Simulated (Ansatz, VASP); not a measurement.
# Two plane-wave programs on AlN

File INCAR:

```
  PREC = Accurate
  ENCUT = 520
  EDIFF = 1E-6
  ISMEAR = 0
  SIGMA = 0.05
  LREAL = False
  LASPH = True
  NELM = 60
  ALGO = Normal
  ISIF = 2
  LWAVE = False
  LCHARG = False
  GGA = PS
  NBANDS = 26
```

Contents of KPOINTS:

```
regular mesh
0
Gamma
  8 8 8
```

The input POSCAR:

```
AlN
1.0
   -3.1135599857      0.0000000000      0.0000000000
    0.0000000000      5.3928440876      0.0000000000
    1.5567799928     -2.6964220438     -4.9833504711
Al N
4 4
Direct
    0.9992419385      0.3385941251      0.9984838769
    0.4992419385      0.8385941251      0.9984838769
    0.2492419385      0.9098897518      0.4984838769
    0.7492419385      0.4098897518      0.4984838769
    0.8082608433      0.1545743361      0.6165216865
    0.3082608433      0.6545743361      0.6165216865
    0.0582608433      0.7119473504      0.1165216865
    0.5582608433      0.2119473504      0.1165216865
```

Input for Ansatz:

```yaml
crystal:
  lattice:
    - [-3.1135599857, 0.0, 0.0]
    - [0.0, 5.3928440876, 0.0]
    - [1.5567799928, -2.6964220438, -4.9833504711]
  atoms:
    - { symbol: Al, position: [0.9992419385, 0.3385941251, 0.9984838769] }
    - { symbol: Al, position: [0.4992419385, 0.8385941251, 0.9984838769] }
    - { symbol: Al, position: [0.2492419385, 0.9098897518, 0.4984838769] }
    - { symbol: Al, position: [0.7492419385, 0.4098897518, 0.4984838769] }
    - { symbol: "N", position: [0.8082608433, 0.1545743361, 0.6165216865] }
    - { symbol: "N", position: [0.3082608433, 0.6545743361, 0.6165216865] }
    - { symbol: "N", position: [0.0582608433, 0.7119473504, 0.1165216865] }
    - { symbol: "N", position: [0.5582608433, 0.2119473504, 0.1165216865] }
basis:
  ecutwfc: 520.0
kpoints:
  mp_grid: { grid: [8, 8, 8] }
hamiltonian:
  xc: pbesol
  pseudopotentials: { kind: paw, azcp: { folder: soft_1 } }
scf:
  occupations: { method: gaussian, width: 0.05 }
output:
  forces: true
  stress: true
  eigenvalues: true
```

Change from the starting cell: mode 4 frozen in at +0.000 Å and mode 15 at +0.070 Å (largest displacements).

Alike in both runs: task single point; functional PBEsol; k mesh 8 × 8 × 8; occupations gaussian, width 0.05 eV; no spin polarisation.

|  | VASP | Ansatz |
| --- | --- | --- |
| version | VASP 6.6.1 | Ansatz 0.2.0 |
| potentials or method | VASP PAW PBE potentials, release 64 (Al, N), cutoff 520 eV | scalar-relativistic, plane waves, PAW |
| valence electrons in the cell | 32 | 32 |

Ansatz gave:

| Quantity | Value |
| --- | --- |
| gap on the k mesh at the Fermi level (eV) | 4.07 |
| least direct gap on the mesh (eV) | 4.07 |
| pressure (GPa) | 1.7 |
| traceless stress, the component that is largest in VASP (GPa) | 9.30 |
| rms of the force components (eV/Å) | 1.023 |

Problem. Which values does VASP return?

Solution. gap on the k mesh at the Fermi level (eV): 4.08; least direct gap on the mesh (eV): 4.08; pressure (GPa): 1.7; traceless stress, the component that is largest in VASP (GPa): 9.43; rms of the force components (eV/Å): 1.032.

VASP's potentials were made for PBE, not for PBEsol, and Ansatz warns of the same on its side. Atom by atom the forces differ by 0.009 eV/Å (rms over components). The functional is the same, so the differences come from potentials, cutoffs and numerics.
